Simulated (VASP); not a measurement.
# NaGeCl3: single point with PBE

The system is NaGeCl3.

```
Na Ge Cl
1.0
     5.45041    0.00000    0.00000
     0.00000    5.45041    0.00000
     0.00000    0.00000    5.11234
Na Ge Cl
1 1 3
Direct
  0.00000 0.00000 0.00000
  0.50000 0.50000 0.50000
  0.50000 0.50000 0.00000
  0.50000 0.00000 0.50000
  0.00000 0.50000 0.50000
```

This cell differs from its parent crystal: epitaxial xy strain +5.0%.

```yaml
Program: VASP 6.6.1
Task: single point
Functional: PBE
Potentials_or_basis: VASP PAW PBE potentials, release 64 (Na_pv, Ge_d, Cl)
Cutoff: 520 eV
k_mesh: 6 × 6 × 6
Occupations: fermi-dirac, width 0.02 eV
Spin: no spin polarisation
```

```yaml
Pressure: -1.3 GPa
Band_gap_on_the_k_mesh: 0.89 eV, direct
```

Stress tensor (GPa, compression positive):
```
-2.22  0.00  0.00
 0.00 -2.22  0.00
 0.00  0.00  0.49
```

Levels at points of the mesh, in eV from the valence-band top:
```csv
k point,band 17,band 18,band 19,band 20,band 21,band 22,band 23,band 24,band 25,band 26
"(0.00, 0.00, 0.00)",-2.90,-2.81,-2.80,-2.80,-2.79,1.67,5.02,5.02,5.91,5.93
"(0.50, 0.00, 0.00)",-3.04,-3.00,-2.85,-2.79,-2.13,1.92,3.03,4.17,4.64,5.84
"(0.50, 0.50, 0.00)",-3.21,-3.02,-3.02,-2.39,-1.25,1.56,1.56,3.50,5.23,5.23
"(0.00, 0.00, 0.50)",-3.31,-2.96,-2.81,-2.81,-1.70,2.11,3.31,4.07,4.46,4.46
"(0.50, 0.00, 0.50)",-3.26,-3.24,-3.08,-2.34,-0.82,1.32,1.78,3.47,4.12,5.27
"(0.50, 0.50, 0.50)",-3.20,-2.38,-2.34,-2.34,0.00,0.89,0.89,1.39,2.64,6.46
```

Run time: 75 s on 1 thread of Intel(R) Xeon(R) 6975P-C (Granite Rapids) (shared host), peak memory 0.34 GiB.

Caveat: the cell differs from its parent crystal (epitaxial xy strain +5.0%). A k mesh can miss the band edges.
